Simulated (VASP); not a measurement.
Set up this calculation in VASP 6.6.1, as the native input.

```yaml
Task: single point
Functional: PBEsol-based screened hybrid
Potentials_or_basis: VASP PAW PBE potentials, release 64 (Pt, S)
Cutoff: 520 eV
k_mesh: 5 × 5 × 3
Occupations: fermi-dirac, width 0.05 eV
Spin: no spin polarisation
Dipole_correction: no
Grid_for_exact_exchange_PRECFOCK: Normal
Share_of_exact_exchange: 0.25
Further_INCAR_settings: ALGO = Normal; EDIFF = 1e-06; NBANDS = 18
Screening_parameter: 0.207 1/Å
```

Crystal: PtS2.

```xyz
3
Lattice="3.5432 0.0000 0.0000 -1.7716 3.0685 0.0000 0.0000 0.0000 5.0388" Properties=species:S:1:pos:R:3 pbc="T T T"
Pt    0.0000    0.0000    0.0000
S     1.7716    1.0228    3.8950
S     0.0000    2.0457    1.1438
```

These files were run (other wordings do the same):

POSCAR

```
PtS2
1.0
    3.5432000000      0.0000000000      0.0000000000
   -1.7716000000      3.0685012107      0.0000000000
    0.0000000000      0.0000000000      5.0388000000
Pt S
1 2
Direct
    0.0000000000      0.0000000000      0.0000000000
    0.6666666667      0.3333333333      0.7730000000
    0.3333333333      0.6666666667      0.2270000000
```

INCAR.step1

```
SYSTEM = PtS2
  PREC = Accurate
  ENCUT = 520
  EDIFF = 1E-5
  ISMEAR = -1
  SIGMA = 0.05
  LREAL = .FALSE.
  LASPH = .TRUE.
  NELM = 100
  ALGO = Normal
  ISIF = 2
  LWAVE = .TRUE.
  LCHARG = .FALSE.
  NBANDS = 18
  GGA = PE
```

INCAR.step2

```
SYSTEM = PtS2
  PREC = Accurate
  ENCUT = 520
  EDIFF = 1E-6
  ISMEAR = -1
  SIGMA = 0.05
  LREAL = .FALSE.
  LASPH = .TRUE.
  NELM = 100
  ALGO = Normal
  ISIF = 2
  LWAVE = .FALSE.
  LCHARG = .FALSE.
  GGA = PS
  LHFCALC = .TRUE.
  AEXX = 0.25
  HFSCREEN = 0.207
  PRECFOCK = Normal
  NBANDS = 18
  ISTART = 1
```

KPOINTS

```
Automatic mesh
0
G
  5 5 3
  0 0 0
```

Potentials or basis: VASP PAW PBE potentials, release 64 (Pt, S).

Command:

```sh
$ cat potpaw_PBE.64/Pt/POTCAR potpaw_PBE.64/S/POTCAR > POTCAR
$ cp INCAR.step1 INCAR
$ mpirun -np 1 vasp_std > vasp.out
$ cp INCAR.step2 INCAR
$ mpirun -np 1 vasp_std > vasp.out
```

Results of the run:

The pressure is 3.3 GPa. The largest force is 0.716 eV/Å. The band gap on the k mesh is 1.85 eV, indirect (least direct gap 2.14 eV).

Caveat: the PAW data sets were made with another functional, which shifts forces and pressure a little; spin-orbit coupling is left out, which moves the levels of the heavy elements.

It took 15 min on 1 thread of Intel(R) Xeon(R) Platinum 8375C CPU @ 2.90GHz (Ice Lake) (shared host), peak memory 0.29 GiB.
